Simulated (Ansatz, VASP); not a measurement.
## One calculation of ZrSn11O24, two programs

File INCAR:

```
PREC     = Accurate       # precision mode
ENCUT    = 520            # plane-wave cutoff, eV
EDIFF    = 1E-8           # SCF threshold, eV
ISMEAR   = -1             # smearing method
SIGMA    = 0.01           # smearing width, eV
LREAL    = Auto         
LASPH    = True           # aspherical terms in the spheres
NELM     = 100            # most SCF steps
ALGO     = Normal         # electronic algorithm
ISIF     = 2              # what is computed and relaxed
LWAVE    = False          # write WAVECAR
LCHARG   = False          # write CHGCAR
GGA      = PE             # functional
LEFG     = True         
NBANDS   = 179            # bands
```

Contents of KPOINTS:

```
regular mesh
0
Gamma
  3 3 2
```

File POSCAR:

```
ZrSn11O24
1.0
    4.7380000000      4.7380000000      0.0000000000
   -4.7380000000      4.7380000000      0.0000000000
    0.0000000000      0.0000000000      9.5595000000
Zr Sn O
1 11 24
Direct
    0.0000000000      0.0000000000      0.0000000000
    0.0000000000      0.0000000000      0.3333333333
    0.0000000000      0.0000000000      0.6666666667
    0.5000000000      0.5000000000      0.0000000000
    0.5000000000      0.5000000000      0.3333333333
    0.5000000000      0.5000000000      0.6666666667
    0.5000000000      0.0000000000      0.1666666667
    0.5000000000      0.0000000000      0.5000000000
    0.5000000000      0.0000000000      0.8333333333
    0.0000000000      0.5000000000      0.1666666667
    0.0000000000      0.5000000000      0.5000000000
    0.0000000000      0.5000000000      0.8333333333
    0.3071000000      0.0000000000      0.0000000000
    0.3071000000      0.0000000000      0.3333333333
    0.3071000000      0.0000000000      0.6666666667
    0.8071000000      0.5000000000      0.0000000000
    0.8071000000      0.5000000000      0.3333333333
    0.8071000000      0.5000000000      0.6666666667
    0.5000000000      0.3071000000      0.1666666667
    0.5000000000      0.3071000000      0.5000000000
    0.5000000000      0.3071000000      0.8333333333
    0.0000000000      0.8071000000      0.1666666667
    0.0000000000      0.8071000000      0.5000000000
    0.0000000000      0.8071000000      0.8333333333
    0.6929000000      0.0000000000      0.0000000000
    0.6929000000      0.0000000000      0.3333333333
    0.6929000000      0.0000000000      0.6666666667
    0.1929000000      0.5000000000      0.0000000000
    0.1929000000      0.5000000000      0.3333333333
    0.1929000000      0.5000000000      0.6666666667
    0.5000000000      0.6929000000      0.1666666667
    0.5000000000      0.6929000000      0.5000000000
    0.5000000000      0.6929000000      0.8333333333
    0.0000000000      0.1929000000      0.1666666667
    0.0000000000      0.1929000000      0.5000000000
    0.0000000000      0.1929000000      0.8333333333
```

Input for Ansatz:

```yaml
crystal:
  lattice:
    - [4.738, 4.738, 0.0]
    - [-4.738, 4.738, 0.0]
    - [0.0, 0.0, 9.5595]
  atoms:
    - { symbol: Zr, position: [0.0, 0.0, 0.0] }
    - { symbol: Sn, position: [0.0, 0.0, 0.3333333333] }
    - { symbol: Sn, position: [0.0, 0.0, 0.6666666667] }
    - { symbol: Sn, position: [0.5, 0.5, 0.0] }
    - { symbol: Sn, position: [0.5, 0.5, 0.3333333333] }
    - { symbol: Sn, position: [0.5, 0.5, 0.6666666667] }
    - { symbol: Sn, position: [0.5, 0.0, 0.1666666667] }
    - { symbol: Sn, position: [0.5, 0.0, 0.5] }
    - { symbol: Sn, position: [0.5, 0.0, 0.8333333333] }
    - { symbol: Sn, position: [0.0, 0.5, 0.1666666667] }
    - { symbol: Sn, position: [0.0, 0.5, 0.5] }
    - { symbol: Sn, position: [0.0, 0.5, 0.8333333333] }
    - { symbol: O, position: [0.3071, 0.0, 0.0] }
    - { symbol: O, position: [0.3071, 0.0, 0.3333333333] }
    - { symbol: O, position: [0.3071, 0.0, 0.6666666667] }
    - { symbol: O, position: [0.8071, 0.5, 0.0] }
    - { symbol: O, position: [0.8071, 0.5, 0.3333333333] }
    - { symbol: O, position: [0.8071, 0.5, 0.6666666667] }
    - { symbol: O, position: [0.5, 0.3071, 0.1666666667] }
    - { symbol: O, position: [0.5, 0.3071, 0.5] }
    - { symbol: O, position: [0.5, 0.3071, 0.8333333333] }
    - { symbol: O, position: [0.0, 0.8071, 0.1666666667] }
    - { symbol: O, position: [0.0, 0.8071, 0.5] }
    - { symbol: O, position: [0.0, 0.8071, 0.8333333333] }
    - { symbol: O, position: [0.6929, 0.0, 0.0] }
    - { symbol: O, position: [0.6929, 0.0, 0.3333333333] }
    - { symbol: O, position: [0.6929, 0.0, 0.6666666667] }
    - { symbol: O, position: [0.1929, 0.5, 0.0] }
    - { symbol: O, position: [0.1929, 0.5, 0.3333333333] }
    - { symbol: O, position: [0.1929, 0.5, 0.6666666667] }
    - { symbol: O, position: [0.5, 0.6929, 0.1666666667] }
    - { symbol: O, position: [0.5, 0.6929, 0.5] }
    - { symbol: O, position: [0.5, 0.6929, 0.8333333333] }
    - { symbol: O, position: [0.0, 0.1929, 0.1666666667] }
    - { symbol: O, position: [0.0, 0.1929, 0.5] }
    - { symbol: O, position: [0.0, 0.1929, 0.8333333333] }
kpoints:
  mp_grid: { grid: [3, 3, 2] }
scf:
  occupations: { method: fermi_dirac, width: 0.01 }
hamiltonian:
  xc: pbe
  pseudopotentials: { kind: paw }
output:
  forces: true
  stress: true
  populations: true
  efg:
    quadrupole_moments_barn: { Zr: -0.176, Sn: -0.132, O: -0.02558 }
    contact_densities: true
```

Alike in both runs: task electric field gradients; functional PBE; k mesh 3 × 3 × 2; occupations fermi-dirac, width 0.01 eV; no spin polarisation.

|  | VASP | Ansatz |
| --- | --- | --- |
| version | VASP 6.6.1 | Ansatz 0.2.0 |
| potentials or method | VASP PAW PBE potentials, release 64 (Zr_sv, Sn_d, O) | plane-wave PAW, scalar-relativistic |
| plane-wave cutoff (eV) | 520 | 420 |
| valence electrons in the cell | 310 | 310 |

Ansatz gave:

* gap on the k mesh at the Fermi level (eV): 1.62
* pressure (GPa): 12.3
* traceless stress, the component that is largest in VASP (GPa): 2.14
* rms of the force components (eV/Å): 0.194
* size of Vzz on the site where it differs most (V/Å²): 46.8

Problem. Estimate VASP's values.

Solution. gap on the k mesh at the Fermi level (eV): 1.62; pressure (GPa): 12.9; traceless stress, the component that is largest in VASP (GPa): 2.41; rms of the force components (eV/Å): 0.201; size of Vzz on the site where it differs most (V/Å²): 51.4.

Atom by atom the forces differ by 0.012 eV/Å (rms over components). One of these differences is far larger than is usual between the two programs; its cause wasn't traced. With one functional, cell and mesh, what is left measures potentials, basis and numerics.
